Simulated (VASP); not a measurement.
Set up this calculation in VASP 6.6.1, as the native input.

* Task: single point
* Functional: PBE
* Potentials or basis: VASP PAW PBE potentials, release 64 (Ga_d, N)
* Cutoff: 520 eV
* k mesh: 16 × 16 × 16
* Occupations: gaussian, width 0.05 eV
* Spin: no spin polarisation
* Dipole correction: no
* Further INCAR settings: ALGO = Normal; EDIFF = 1e-06; NBANDS = 16

The structure of GaN lies in POSCAR:

```
GaN
1.0
    0.0000000000      2.2535006100      2.2535006100
    2.2535006100      0.0000000000      2.2535006100
    2.2535006100      2.2535006100      0.0000000000
Ga N
1 1
Direct
    0.0000000000      0.0000000000      0.0000000000
    0.2500000000      0.2500000000      0.2500000000
```

One way to write it, as run:

INCAR

```
SYSTEM = GaN
PREC     = Accurate       ! precision mode
ENCUT    = 520            ! plane-wave cutoff, eV
EDIFF    = 1E-6           ! SCF threshold, eV
ISMEAR   = 0              ! smearing method
SIGMA    = 0.05           ! smearing width, eV
LREAL    = .False.        ! projectors in reciprocal space
LASPH    = .True.         ! aspherical terms in the spheres
NELM     = 80             ! most SCF steps
ALGO     = Normal         ! electronic algorithm
ISIF     = 2              ! what is computed and relaxed
LWAVE    = .False.        ! write WAVECAR
LCHARG   = .False.        ! write CHGCAR
GGA      = PE             ! functional
NBANDS   = 16             ! bands
```

KPOINTS

```
regular mesh
0
Gamma
  16 16 16
  0 0 0
```

Potentials or basis: VASP PAW PBE potentials, release 64 (Ga_d, N).

Run with:

```console
$ cat potpaw_PBE.64/Ga_d/POTCAR potpaw_PBE.64/N/POTCAR > POTCAR
$ mpirun -np 1 vasp_std > vasp.out
```

Results of the run:

The pressure is 5.1 GPa and the band gap on the k mesh is 1.72 eV, direct.

Wall time 16 s on 1 thread of Intel(R) Xeon(R) 6975P-C (Granite Rapids), on a shared host, peak memory 0.17 GiB.
